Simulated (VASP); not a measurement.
Runs of VASP 6.6.1 on KTaO3. The structure is that of space group P4/mmm (No. 123), or close to it. The cells are those of the table. 

```tsv
cell	gap on the mesh (eV)	pressure (GPa)
a = 4.190, b = 4.190, c = 3.714 Å, 5 atoms	1.88	(b)
a = 3.917, b = 3.917, c = 4.419 Å, 5 atoms	1.84	-1.8
a = 4.299, b = 4.299, c = 3.810 Å, 5 atoms	1.70	-7.3
a = 3.967, b = 3.967, c = 4.475 Å, 5 atoms	1.75	-7.7
a = 3.760, b = 3.760, c = 4.242 Å, 5 atoms	2.10	26.1
a = 4.245, b = 4.245, c = 3.763 Å, 5 atoms	1.79	-1.3
a = 4.133, b = 4.133, c = 3.664 Å, 5 atoms	1.96	15.3
a = 4.075, b = 4.075, c = 3.612 Å, 5 atoms	2.05	(a)
a = 3.814, b = 3.814, c = 4.303 Å, 5 atoms	(c)	14.8
a = 3.866, b = 3.866, c = 4.362 Å, 5 atoms	1.93	5.6
a = 4.047, b = 4.047, c = 4.299 Å, 5 atoms	1.86	-10.8
```

Alike in all rows: task single point; level PBE; potentials or basis VASP PAW PBE potentials, release 64 (K_sv, Ta_pv, O); no spin polarisation; k mesh 8 × 8 × 8; cutoff (eV) 520; smearing gaussian 0.05 eV.

Task: Estimate the missing entries.

Result: (a) 26.6; (b) 6.1; (c) 2.02.

Caveats: spin-orbit coupling is left out, which moves the levels of the heavy elements.

A k mesh can miss the band edges, and the runs leave out spin-orbit coupling on Ta.
